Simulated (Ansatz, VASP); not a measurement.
# One calculation of KI, two programs

The input INCAR:

```
ALGO = Normal
EDIFF = 1E-6
ENCUT = 520
GGA = RE
ISIF = 2
ISMEAR = -1
LASPH = T
LCHARG = F
LREAL = F
LWAVE = F
NBANDS = 15
NELM = 60
PREC = Accurate
SIGMA = 0.05
```

The input KPOINTS:

```
k-points
0
Gamma
  4 4 4
```

POSCAR

```
KI
1.0
    0.0000000000      3.5327750000      3.5327750000
    3.5327750000      0.0000000000      3.5327750000
    3.5327750000      3.5327750000      0.0000000000
I K
1 1
Direct
    0.5000000000      0.5000000000      0.5000000000
    0.0000000000      0.0000000000      0.0000000000
```

Contents of input.yaml:

```yaml
crystal:
  lattice:
    - [0.0, 3.532775, 3.532775]
    - [3.532775, 0.0, 3.532775]
    - [3.532775, 3.532775, 0.0]
  atoms:
    - { symbol: I, position: [0.5, 0.5, 0.5] }
    - { symbol: K, position: [0.0, 0.0, 0.0] }
hamiltonian:
  xc: revpbe
  pseudopotentials: { kind: paw }
kpoints:
  mp_grid: { grid: [4, 4, 4] }
scf:
  occupations: { method: fermi_dirac, width: 0.05 }
  n_extra_bands: 6
output:
  forces: true
  stress: true
  eigenvalues: true
  dos: { projected: true, de: 0.05, nscf_kmesh: { grid: [6, 6, 6] } }
```

Alike in both runs: functional revPBE; k mesh 4 × 4 × 4; occupations fermi-dirac, width 0.05 eV; no spin polarisation.

```csv
,VASP,Ansatz
version,VASP 6.6.1,Ansatz 0.2.0
potentials or method,"VASP PAW PBE potentials, release 64 (I, K_sv)",Ansatz PAW
plane-wave cutoff (eV),520,420
valence electrons in the cell,16,26
task,single point,projected density of states
```

Ansatz gave:

```
gap on the k mesh at the Fermi level (eV) : 4.23
least direct gap on the mesh (eV)         : 4.23
pressure (GPa)                            : 1.5
```

Which values does VASP return?

gap on the k mesh at the Fermi level (eV): 4.23; least direct gap on the mesh (eV): 4.23; pressure (GPa): 1.6.

VASP's potentials were made for PBE, not for revPBE. VASP's potentials hold 16 valence electrons a cell and Ansatz's 26, so a difference there can come from the potentials and not from the codes.

Spin-orbit coupling is off throughout.
